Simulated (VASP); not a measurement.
Set up this calculation in VASP 6.6.1, as the native input.

* Task: single point
* Functional: revPBE
* Potentials or basis: VASP PAW PBE potentials, release 64 (Sn_d, O)
* Cutoff: 520 eV
* k mesh: 6 × 6 × 8
* Occupations: gaussian, width 0.05 eV
* Spin: no spin polarisation
* Dipole correction: no
* Further INCAR settings: ALGO = Normal; EDIFF = 1e-07; NBANDS = 35

The structure of SnO2 (Cassiterite) lies in POSCAR:

```
SnO2
1.0
    4.6739651233      0.0000000000      0.0000000000
    0.0000000000      4.6739651233      0.0000000000
    0.0000000000      0.0000000000      3.1434339099
Sn O
2 4
Direct
    0.5000000000      0.5000000000      0.5000000000
    0.0000000000      0.0000000000      0.0000000000
    0.8071000000      0.1929000000      0.5000000000
    0.6929000000      0.6929000000      0.0000000000
    0.1929000000      0.8071000000      0.5000000000
    0.3071000000      0.3071000000      0.0000000000
```

One way to write it, as run:

INCAR

```
PREC = Accurate ; ENCUT = 520
EDIFF = 1E-7 ; ISMEAR = 0
SIGMA = 0.05 ; LREAL = False
LASPH = True ; NELM = 80
ALGO = Normal ; ISIF = 2
LWAVE = False ; LCHARG = False
GGA = RE ; NBANDS = 35
```

KPOINTS

```
regular mesh
0
Gamma
  6 6 8
```

Potentials or basis: VASP PAW PBE potentials, release 64 (Sn_d, O).

Command:

```console
$ cat potpaw_PBE.64/Sn_d/POTCAR potpaw_PBE.64/O/POTCAR > POTCAR
$ mpirun -np 1 vasp_std > vasp.out
```

Results of the run:

```
Pressure               : 25.6 GPa
Largest force          : 0.501 eV/Å
Band gap on the k mesh : 1.83 eV, direct
```

Caveat: the PAW data sets were made with another functional, which shifts forces and pressure a little; spin-orbit coupling is left out, which moves the levels of the heavy elements.

Wall time 97 s on 1 thread of Intel(R) Xeon(R) Platinum 8488C (Sapphire Rapids) (shared host), peak memory 0.23 GiB.
